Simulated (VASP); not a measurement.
# Cd (Fm-3m) in VASP: further runs

The runs below take Cd through single point, relaxation of cell and atoms, with PBEsol.

All numbers are computed with VASP 6.6.1; they aren't measurements. Logs are shortened: lines on timing, memory, paths and dates and some standing lists are left out, and cuts for length are marked.

## (1) The cell of the first run

Symmetry: Fm-3m, No. 225, cubic system. The conventional cell has a = 4.378 Å, b = 4.378 Å, c = 4.378 Å, α = 90.00°, β = 90.00°, γ = 90.00°. Cd (site symmetry m-3m) has 12 Cd at 3.10 Å within 4.1 Å.

## (2) Single point, PBEsol

Input file INCAR:

```
SYSTEM = Cd
PREC = Accurate ; ENCUT = 520
EDIFF = 1E-6 ; ISMEAR = 1
SIGMA = 0.1 ; LREAL = .FALSE.
LASPH = .TRUE. ; NELM = 80
ALGO = Normal ; ISIF = 2
LWAVE = .FALSE. ; LCHARG = .TRUE.
GGA = PS ; LELF = .TRUE.
LVHAR = .TRUE. ; NBANDS = 32
```

Input file KPOINTS:

```
Automatic mesh
0
G
  5 5 5
  0 0 0
```

Input file POSCAR:

```
Cd
1.0
    4.3778022670      0.0000000000      0.0000000000
    0.0000000000      4.3778022670      0.0000000000
    0.0000000000      0.0000000000      4.3778022670
Cd
4
Direct
    0.0000000000      0.0000000000      0.0000000000
    0.0000000000      0.5000000000      0.5000000000
    0.5000000000      0.0000000000      0.5000000000
    0.5000000000      0.5000000000      0.0000000000
```

Potentials or basis: VASP PAW PBE potentials, release 64 (Cd).

Launch:

```console
$ cat potpaw_PBE.64/Cd/POTCAR > POTCAR
$ mpirun -np 1 vasp_std > vasp.out
```

OUTCAR:

```text
SYSTEM = Cd
   PREC = Accurate
   ENCUT = 520
   EDIFF = 1E-6
   ISMEAR = 1
   LREAL = .FALSE.
   LASPH = .TRUE.
   NELM = 80
   ISIF = 2
   GGA = PS

 ion  position               nearest neighbor table
   1  0.000  0.000  0.000-   2 3.10   3 3.10   4 3.10   2 3.10   3 3.10   2 3.10   4 3.10   2 3.10
                             3 3.10   4 3.10   3 3.10   4 3.10
   2  0.000  0.500  0.500-   1 3.10   3 3.10   4 3.10   1 3.10   4 3.10   1 3.10   3 3.10   1 3.10
                             3 3.10   4 3.10   4 3.10   3 3.10
   3  0.500  0.000  0.500-   1 3.10   2 3.10   4 3.10   1 3.10   4 3.10   2 3.10   4 3.10   4 3.10
                             1 3.10   2 3.10   1 3.10   2 3.10
   4  0.500  0.500  0.000-   1 3.10   2 3.10   3 3.10   2 3.10   3 3.10   1 3.10   3 3.10   3 3.10
                             1 3.10   2 3.10   2 3.10   1 3.10

  LATTYP: Found a simple cubic cell.
 ALAT       =     4.3778022670

  Lattice vectors:

 A1 = (   4.3778022670,   0.0000000000,   0.0000000000)
 A2 = (   0.0000000000,   4.3778022670,   0.0000000000)
 A3 = (   0.0000000000,   0.0000000000,   4.3778022670)

Analysis of symmetry for initial positions (statically):
=====================================================================
 Subroutine PRICEL returns following result:

  LATTYP: Found a face centered cubic cell.
 ALAT       =     4.3778022670

  Lattice vectors:

 A1 = (   2.1889011335,  -2.1889011335,   0.0000000000)
 A2 = (   2.1889011335,   0.0000000000,   2.1889011335)
 A3 = (   0.0000000000,  -2.1889011335,   2.1889011335)

   4 primitive cells build up your supercell.

 Routine SETGRP: Setting up the symmetry group for a
 simple cubic supercell.

 Subroutine GETGRP returns: Found 48 space group operations
 (whereof 48 operations were pure point group operations)
 out of a pool of 48 trial point group operations.

The static configuration has the point symmetry O_h .

Analysis of symmetry for dynamics (positions and initial velocities):
=====================================================================
 Subroutine PRICEL returns following result:

  LATTYP: Found a face centered cubic cell.
 ALAT       =     4.3778022670

  Lattice vectors:

 A1 = (   2.1889011335,  -2.1889011335,   0.0000000000)
 A2 = (   2.1889011335,   0.0000000000,   2.1889011335)
 A3 = (   0.0000000000,  -2.1889011335,   2.1889011335)

   4 primitive cells build up your supercell.

 Routine SETGRP: Setting up the symmetry group for a
 simple cubic supercell.

 Subroutine GETGRP returns: Found 48 space group operations
 (whereof 48 operations were pure point group operations)
 out of a pool of 48 trial point group operations.

The dynamic configuration has the point symmetry O_h .

 Subroutine INISYM returns: Found 48 space group operations
 (whereof 48 operations are pure point group operations),
 and found     4 'primitive' translations

----------------------------------------------------------------------------------------

                                     Primitive cell

  volume of cell :      20.9753

  direct lattice vectors                    reciprocal lattice vectors
     2.188901133 -2.188901133  0.000000000     0.228425118 -0.228425118 -0.228425118
     2.188901133  0.000000000  2.188901133     0.228425118  0.228425118  0.228425118
     0.000000000 -2.188901133  2.188901134    -0.228425118 -0.228425118  0.228425118

  length of vectors
     3.095573670  3.095573670  3.095573670     0.395643910  0.395643910  0.395643910

  position of ions in fractional coordinates (direct lattice)
     0.000000000  0.000000000  0.000000000

  ion indices of the primitive-cell ions
   primitive index   ion index
                 1           1

----------------------------------------------------------------------------------------

 KPOINTS: Automatic mesh

Automatic generation of k-mesh.
 Grid dimensions read from file:
 generate k-points for:    5    5    5

 Generating k-lattice:

  Cartesian coordinates                     Fractional coordinates (reciprocal lattice)
     0.045685024  0.000000000  0.000000000     0.200000000  0.000000000  0.000000000
     0.000000000  0.045685024  0.000000000     0.000000000  0.200000000  0.000000000
     0.000000000  0.000000000  0.045685024     0.000000000  0.000000000  0.200000000

  Length of vectors
     0.045685024  0.045685024  0.045685024

  Shift w.r.t. Gamma in fractional coordinates (k-lattice)
     0.000000000  0.000000000  0.000000000

 Subroutine IBZKPT returns following result:
 ===========================================

 Found     10 irreducible k-points:

 Following reciprocal coordinates:
            Coordinates               Weight
  0.000000  0.000000  0.000000      1.000000
  0.200000  0.000000  0.000000      6.000000
  0.400000  0.000000  0.000000      6.000000
  0.200000  0.200000  0.000000     12.000000
  0.400000  0.200000  0.000000     24.000000
  0.400000  0.400000  0.000000     12.000000
  0.200000  0.200000  0.200000      8.000000
  0.400000  0.200000  0.200000     24.000000
  0.400000  0.400000  0.200000     24.000000
  0.400000  0.400000  0.400000      8.000000
   k-points           NKPTS =     10   k-points in BZ     NKDIM =     10   number of bands    NBANDS=     32
   number of dos      NEDOS =    301   number of ions     NIONS =      4
   total plane-waves  NPLWV =  46656
   dimension x,y,z NGX =    36 NGY =   36 NGZ =   36
   dimension x,y,z NGXF=    72 NGYF=   72 NGZF=   72
   ions per type =               4
   NGX,Y,Z   is equivalent  to a cutoff of  13.67, 13.67, 13.67 a.u.
   NGXF,Y,Z  is equivalent  to a cutoff of  27.34, 27.34, 27.34 a.u.
 SYSTEM =  Cd
   PREC   = accura    normal or accurate (medium, high low for compatibility)
   ISTART =      0    job   : 0-new  1-cont  2-samecut
   ICHARG =      2    charge: 1-file 2-atom 10-const
   ISPIN  =      1    spin polarized calculation?
   LNONCOLLINEAR =      F non collinear calculations
   LSORBIT =      F    spin-orbit coupling
   LASPH  =      T    aspherical Exc in radial PAW
   ENCUT  =  520.0 eV  38.22 Ry    6.18 a.u.   8.14  8.14  8.14*2*pi/ulx,y,z
   NELM   =     80;   NELMIN=  2; NELMDL= -5     # of ELM steps
   EDIFF  = 0.1E-05   stopping-criterion for ELM
   LREAL  =      F    real-space projection
   EDIFFG = 0.1E-04   stopping-criterion for IOM
   NSW    =      0    number of steps for IOM
   IBRION =     -1    ionic relax: 0-MD 1-quasi-New 2-CG
   NFREE  =      0    steps in history (QN), initial steepest desc. (CG)
   ISIF   =      2    stress and relaxation
   ISYM   =      2    0-nonsym 1-usesym 2-fastsym
   POTIM  = 0.5000    time-step for ionic-motion
   TEBEG  =    0.0;   TEEND  =   0.0 temperature during run
   PSTRESS=    0.0 pullay stress
   NELECT =      48.0000    total number of electrons
   NUPDOWN=      -1.0000    fix difference up-down
   EMIN   =  10.00;   EMAX   =-10.00  energy-range for DOS
   EFERMI =   0.00;   METHOD = LEGACY
   ISMEAR =     1;   SIGMA  =   0.10  broadening in eV -4-tet -1-fermi 0-gaus
   EFERMI_NEDOS =   21; number of points for ismear=-14 and -15
   IALGO  =     38    algorithm
   IMIX   =      4    mixing-type and parameters
     AMIX     =   0.40;   BMIX     =  1.00
     AMIX_MAG =   1.60;   BMIX_MAG =  1.00
  volume/ion in A,a.u.               =      20.98       141.55
  Fermi-wavevector in a.u.,A,eV,Ry     =   1.359041  2.568214 25.129843  1.846991
  Thomas-Fermi vector in A             =   2.485822
   LORBIT       =      0    0 simple, 1 ext, 2 COOP (PROOUT), +10 PAW based schemes
   GGA     = PS    functional components
   LHFCALC =     F    Hartree Fock is set to
   AEXX    =    0.0000 exact exchange contribution
   IVDW    =     0    specifies the selected vdW correction
   LEPSILON=     F    determine dielectric tensor
   LRPA    =     F    only Hartree local field effects (RPA)
 non-spin polarized calculation
 Methfessel and Paxton  Order N= 1 SIGMA  =   0.10
  energy-cutoff  :      520.00
  volume of cell :       83.90
 maximum number of plane-waves:      2301
 NGX is ok and might be reduce to    36
   NGX = 17   NGY = 17   NGZ = 17

 number of electron      47.9999978 magnetization

 Free energy of the ion-electron system (eV)
  ---------------------------------------------------
  ext. energy  EPLUGINS =         0.00000000
  ---------------------------------------------------
  free energy    TOTEN  =        -4.74258548 eV

  energy without entropy =       -4.74289236  energy(sigma->0) =       -4.74268777

 E-fermi :   3.0638     XC(G=0): -11.3771

 val. band max:        2.9981053072   @ k =   0.4000   0.4000   0.2000
 cond. band min:       3.1057663824   @ k =   0.2000   0.2000   0.0000
 fundamental gap:      0.1076610752
 Fermi energy:         3.0637808654

 k-point     1 :       0.0000    0.0000    0.0000
  band No.  band energies     occupation
      1      -6.9379      2.00000
      2      -6.9379      2.00000
      3      -6.9379      2.00000
      4      -6.8734      2.00000
      5      -6.8734      2.00000
      6      -6.8734      2.00000
[... 24 lines left out ...]
     31       9.8388      0.00000
     32       9.8388      0.00000

 k-point     2 :       0.2000    0.0000    0.0000
  band No.  band energies     occupation
      1      -6.8732      2.00000
      2      -6.8192      2.00000
      3      -6.8192      2.00000
      4      -6.7670      2.00000
      5      -6.7663      2.00000
      6      -6.7663      2.00000
[... 24 lines left out ...]
     31       8.5772      0.00000
     32      10.3448      0.00000
[... 243 lines left out ...]
     31      11.3539      0.00000
     32      13.0189      0.00000

 k-point    10 :       0.4000    0.4000    0.4000
  band No.  band energies     occupation
      1      -6.7485      2.00000
      2      -6.7170      2.00000
      3      -6.7170      2.00000
      4      -6.7170      2.00000
      5      -6.2605      2.00000
      6      -6.2605      2.00000
[... 24 lines left out ...]
     31      13.8286      0.00000
     32      14.6676      0.00000

------------------------ aborting loop because EDIFF is reached ----------------------------------------

  FORCE on cell =-STRESS in cart. coord.  units (eV):
  Direction    XX          YY          ZZ          XY          YZ          ZX
  --------------------------------------------------------------------------------------
  -------------------------------------------------------------------------------------
  Total        0.1762121      0.1762121      0.1762121     -0.0000000     -0.0000000      0.0000000
  in kB        3.3649447      3.3649447      3.3649447     -0.0000000     -0.0000000      0.0000000
  external PRESSURE =       3.3649447 kB  Pullay stress =       0.0000000 kB

 VOLUME and BASIS-vectors are now :
 -----------------------------------------------------------------------------
  energy-cutoff  :      520.00
  volume of cell :       83.90
      direct lattice vectors                 reciprocal lattice vectors
     4.377802267  0.000000000  0.000000000     0.228425118  0.000000000  0.000000000
     0.000000000  4.377802267  0.000000000     0.000000000  0.228425118  0.000000000
     0.000000000  0.000000000  4.377802267     0.000000000  0.000000000  0.228425118

 POSITION                                       TOTAL-FORCE (eV/Angst)
 -----------------------------------------------------------------------------------
      0.00000      0.00000      0.00000        -0.000000     -0.000000      0.000000
      0.00000      2.18890      2.18890         0.000000      0.000000     -0.000000
      2.18890      0.00000      2.18890         0.000000     -0.000000      0.000000
      2.18890      2.18890      0.00000         0.000000      0.000000     -0.000000
 -----------------------------------------------------------------------------------
    total drift:                                0.000000      0.000000      0.000000

  FREE ENERGIE OF THE ION-ELECTRON SYSTEM (eV)
  ---------------------------------------------------
  free  energy   TOTEN  =        -4.7425854761 eV

  energy  without entropy=       -4.7428923622  energy(sigma->0) =       -4.74268777
```

It took 18 s on 1 thread of Intel Xeon 6975P-C, shared host; peak memory 0.2 GiB.

Results:

* Free energy: -4.7426 eV
* Pressure: 0.3 GPa
* Band gap on the k mesh: zero (band 24 reaches 4.05 eV, above the bottom of band 25 at 2.38 eV)

Caveat: the PAW data sets were made with another functional, which shifts forces and pressure a little.

## (3) Relaxation of cell and atoms, PBEsol

This run uses another cell than the first one, of 21.59 Å³/atom, 1.029 times its volume.

Input file INCAR:

```
SYSTEM = Cd
ALGO = Normal ; EDIFF = 1E-7
EDIFFG = -0.02 ; ENCUT = 600
GGA = PS ; IBRION = 2
ISIF = 3 ; ISMEAR = 1
LASPH = .TRUE. ; LCHARG = .FALSE.
LREAL = .FALSE. ; LWAVE = .FALSE.
NELM = 80 ; NSW = 80
PREC = Accurate ; SIGMA = 0.1
```

Input file KPOINTS:

```
k-points
0
G
  5 5 5
  0 0 0
```

Input file POSCAR:

```
Cd
1.0
    4.4200000000      0.0000000000      0.0000000000
    0.0000000000      4.4200000000      0.0000000000
    0.0000000000      0.0000000000      4.4200000000
Cd
4
Direct
    0.0000000000      0.0000000000      0.0000000000
    0.0000000000      0.5000000000      0.5000000000
    0.5000000000      0.0000000000      0.5000000000
    0.5000000000      0.5000000000      0.0000000000
```

Potentials or basis: VASP PAW PBE potentials, release 64 (Cd).

Launch:

```console
$ cat potpaw_PBE.64/Cd/POTCAR > POTCAR
$ mpirun -np 1 vasp_std > vasp.out
```

It took 48 s on 1 thread of Intel Xeon 6975P-C, shared host; peak memory 0.22 GiB.

It converged, with:

| Property | Result |
| --- | --- |
| Free energy | -4.7443 eV |
| Relaxed volume | 21.01 Å³/atom |
| Relaxed cell | a = 4.380 Å, b = 4.380 Å, c = 4.380 Å, α = 90.00°, β = 90.00°, γ = 90.00° |
| Space group after relaxing (to 0.05 Å) | Fm-3m (No. 225) |
| Energy gained by relaxing | 2.4 meV/atom |
| Ionic steps | 2 |
| Pressure after relaxing | 0.1 GPa |
| Band gap on the k mesh | zero (band 24 reaches 4.04 eV, above the bottom of band 25 at 2.36 eV) |

The path:
```
step  energy change (eV)  largest force (eV/Å)  pressure (GPa)  volume (Å³)
   1              0.0000                0.0000           -1.39        86.35
   2             -0.0095                0.0000            0.11        84.03
```

Final structure:
```xyz
4
Lattice="4.3801 0.0000 0.0000 0.0000 4.3801 0.0000 0.0000 0.0000 4.3801" Properties=species:S:1:pos:R:3 pbc="T T T"
Cd    4.3801    0.0000    0.0000
Cd    4.3801    2.1901    2.1901
Cd    2.1901    4.3801    2.1901
Cd    2.1901    2.1901    4.3801
```

Levels at points of the mesh, in eV from the Fermi level:
| k point | band 22 | band 23 | band 24 | band 25 | band 26 | band 27 |
| --- | --- | --- | --- | --- | --- | --- |
| (0.00, 0.00, 0.00) | -1.05 | -1.05 | -1.05 | 1.40 | 1.40 | 1.40 |

Caveat: the PAW data sets were made with another functional, which shifts forces and pressure a little.
